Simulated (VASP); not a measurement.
# Cd3Te2Se: single point with PBE

The system is Cd3Te2Se.

```
Cd Te Se
1.0
     4.57882   -0.00161    0.00006
    -2.29077    3.96761   -0.00034
     0.00034   -0.00163   22.48504
Cd Te Se
6 4 2
Direct
  0.33309 0.66735 0.00670
  0.33145 0.66475 0.33355
  0.33329 0.66663 0.65995
  0.66811 0.33532 0.16003
  0.66759 0.33221 0.50667
  0.66663 0.33396 0.83366
  0.33431 0.66559 0.46080
  0.33349 0.66730 0.78779
  0.66477 0.33149 0.28785
  0.66622 0.33394 0.96081
  0.33456 0.66836 0.12610
  0.66649 0.33312 0.62608
```

```
Program             : VASP 6.6.1
Task                : single point
Functional          : PBE
Potentials or basis : VASP PAW PBE potentials, release 64 (Cd, Te, Se)
Cutoff              : 520 eV
k mesh              : 6 × 6 × 1
Occupations         : gaussian, width 0.2 eV
Spin                : no spin polarisation
```

* Pressure: 0.2 GPa
* Largest force: 0.018 eV/Å
* Band gap on the k mesh: 0.26 eV, direct

Forces on the atoms (eV/Å):
```
Cd   0.000  0.001 -0.017
Cd   0.002  0.002  0.004
Cd   0.001 -0.001  0.018
Cd  -0.002 -0.004  0.014
Cd  -0.003  0.000 -0.016
Cd   0.000 -0.001 -0.012
Te  -0.001  0.001 -0.004
Te   0.001  0.000  0.004
Te   0.000  0.001 -0.004
Te   0.001 -0.001  0.004
Se   0.001  0.001  0.005
Se   0.000  0.000  0.002
```

Levels at points of the mesh, in eV from the valence-band top:
```
           k point  band 50  band 51  band 52  band 53  band 54  band 55  band 56  band 57  band 58  band 59
(0.00, 0.00, 0.00)    -0.25    -0.08    -0.08     0.00     0.00     0.26     1.16     1.74     1.97     1.99
(0.50, 0.00, 0.00)    -1.29    -1.18    -1.08    -0.92    -0.75     1.97     2.21     2.43     2.60     2.61
(0.00, 0.50, 0.00)    -1.29    -1.17    -1.08    -0.91    -0.75     1.97     2.21     2.43     2.60     2.61
(0.50, 0.50, 0.00)    -1.29    -1.17    -1.08    -0.91    -0.75     1.98     2.21     2.44     2.60     2.61
```

Wall time 3.3 min on 1 × NVIDIA H100 80GB with 1 thread of AMD EPYC 7R13 Processor (Zen 3), on a shared host, peak memory 1.7 GiB.

Caveat: spin-orbit coupling is left out, which moves the levels of the heavy elements.
